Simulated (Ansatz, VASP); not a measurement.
# One calculation of MgO, two programs

```
Mg O
1.0
     0.00000    2.10850    2.10850
     2.10850    0.00000    2.10850
     2.10850    2.10850    0.00000
Mg O
1 1
Direct
  0.00000 0.00000 0.00000
  0.50000 0.50000 0.50000
```

Alike in both runs: task single point; functional LDA; k mesh 8 × 8 × 8; no spin polarisation.

```csv
,VASP,Ansatz
version,VASP 6.6.1,Ansatz 0.2.0
potentials or method,"VASP PAW LDA potentials, release 64 (Mg, O)","plane waves, PAW"
plane-wave cutoff (eV),600,420
occupations,"gaussian, width 0.01 eV",fixed
valence electrons in the cell,8,16
```

```tsv
	VASP	Ansatz	Ansatz less VASP
gap on the k mesh at the Fermi level (eV)	4.62	4.62	-0.001
pressure (GPa)	-8.5	-6.6	+1.91
```

LDA's correlation is that of Perdew and Zunger in VASP and of Perdew and Wang (1992) in Ansatz. VASP's potentials hold 8 valence electrons a cell and Ansatz's 16, so a difference there can come from the potentials and not from the codes.
